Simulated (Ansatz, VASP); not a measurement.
Two plane-wave programs on MnPt3

File INCAR:

```
SYSTEM = MnPt3
PREC     = Accurate       ! precision mode
ENCUT    = 520            ! plane-wave cutoff, eV
EDIFF    = 1E-6           ! SCF threshold, eV
ISMEAR   = -1             ! smearing method
SIGMA    = 0.1            ! smearing width, eV
LREAL    = .False.        ! projectors in reciprocal space
LASPH    = .True.         ! aspherical terms in the spheres
NELM     = 150            ! most SCF steps
ALGO     = Normal         ! electronic algorithm
ISIF     = 2              ! what is computed and relaxed
LWAVE    = .False.        ! write WAVECAR
LCHARG   = .True.         ! write CHGCAR
ISPIN    = 2              ! spin polarisation
MAGMOM   = 5.2 0 0 0      ! initial moments
LORBIT   = 11             ! projections on sites
LMAXMIX  = 4              ! l up to which the mixer works
LELF     = .True.         ! ELF
LVHAR    = .True.       
NBANDS   = 34             ! bands
```

File KPOINTS:

```
Automatic mesh
0
Gamma
  6 6 6
  0 0 0
```

File POSCAR:

```
MnPt3
1.0
    3.9000000000      0.0000000000      0.0000000000
    0.0000000000      3.9000000000      0.0000000000
    0.0000000000      0.0000000000      3.9000000000
Mn Pt
1 3
Direct
    0.0000000000      0.0000000000      0.0000000000
    0.0000000000      0.5000000000      0.5000000000
    0.5000000000      0.0000000000      0.5000000000
    0.5000000000      0.5000000000      0.0000000000
```

Input for Ansatz:

```yaml
crystal:
  lattice:
    - [3.9, 0.0, 0.0]
    - [0.0, 3.9, 0.0]
    - [0.0, 0.0, 3.9]
  atoms:
    - { symbol: Mn, position: [0.0, 0.0, 0.0] }
    - { symbol: Pt, position: [0.0, 0.5, 0.5] }
    - { symbol: Pt, position: [0.5, 0.0, 0.5] }
    - { symbol: Pt, position: [0.5, 0.5, 0.0] }
basis:
  ecutwfc: 450.0
kpoints:
  mp_grid:
    grid: [6, 6, 6]
    shift: [0.0, 0.0, 0.0]
hamiltonian:
  xc: lda
magnetization:
  spin_polarized: true
  per_species:
    Mn: 5.2
scf:
  occupations:
    method: fermi_dirac
    width: 0.1
output:
  stress: true
```

Alike in both runs: task single point; functional LDA; k mesh 6 × 6 × 6; occupations fermi-dirac, width 0.1 eV; collinear spin.

```csv
,VASP,Ansatz
version,VASP 6.6.1,Ansatz 0.2.0
potentials or method,"VASP PAW LDA potentials, release 64 (Mn_pv, Pt), cutoff 520 eV","plane waves, PAW"
valence electrons in the cell,43,69
```

```csv
,VASP,Ansatz,Ansatz less VASP
pressure (GPa),-10.3,-10.6,-0.25
net moment per atom (μB),1.01,1.02,+0.009
size of the moment on the site where the two differ most (μB),3.57,3.64,+0.068
```

LDA's correlation is that of Perdew and Zunger in VASP and of Perdew and Wang (1992) in Ansatz. Site moments also hang on the region over which each program counts them. VASP's potentials hold 43 valence electrons a cell and Ansatz's 69, so a difference there can come from the potentials and not from the codes. Ansatz's warnings: given moment on shells.

Neither program's run includes spin-orbit coupling.
